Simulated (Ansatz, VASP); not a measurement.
FePt2: VASP beside Ansatz

```
CELL_PARAMETERS angstrom
2.75307 0.00000 0.00000
-1.37654 2.38423 0.00000
0.00000 0.00000 13.26417
ATOMIC_POSITIONS crystal
Fe 0.33333 0.66667 0.08333
Fe 0.66667 0.33333 0.91667
Pt 0.33333 0.66667 0.41667
Pt 0.33333 0.66667 0.75000
Pt 0.66667 0.33333 0.25000
Pt 0.66667 0.33333 0.58333
```

Alike in both runs: task relaxation of cell and atoms; functional PBE; k mesh 6 × 6 × 2; occupations gaussian, width 0.1 eV; collinear spin.

|  | VASP | Ansatz |
| --- | --- | --- |
| version | VASP 6.6.1 | Ansatz 0.2.0 |
| potentials or method | VASP PAW PBE potentials, release 64 (Fe, Pt), cutoff 600 eV | scalar-relativistic, plane waves, PAW |
| valence electrons in the cell | 56 | 104 |

|  | VASP | Ansatz | Ansatz less VASP |
| --- | --- | --- | --- |
| gap on the k mesh at the Fermi level, each at its own relaxed structure (eV) | none | none | - |
| net moment per atom (μB) | 0.00 | 0.00 | 0.000 |
| size of the moment on the site where the two differ most (μB) | 0.20 | 0.21 | +0.012 |
| relaxed volume (Å³/atom) | 14.51 | 14.53 | +0.014 |
| relaxed length of the cell vector where the two differ most in proportion (Å) | 2.728 | 2.730 | +0.0013 |

Site moments also hang on the region over which each program counts them. A gap of «none» marks a metal or a gap that the smearing closes. VASP's potentials hold 56 valence electrons a cell and Ansatz's 104, so a difference there can come from the potentials and not from the codes.

The k mesh is coarse, so the values compare programs but aren't converged. Spin-orbit coupling is off throughout.
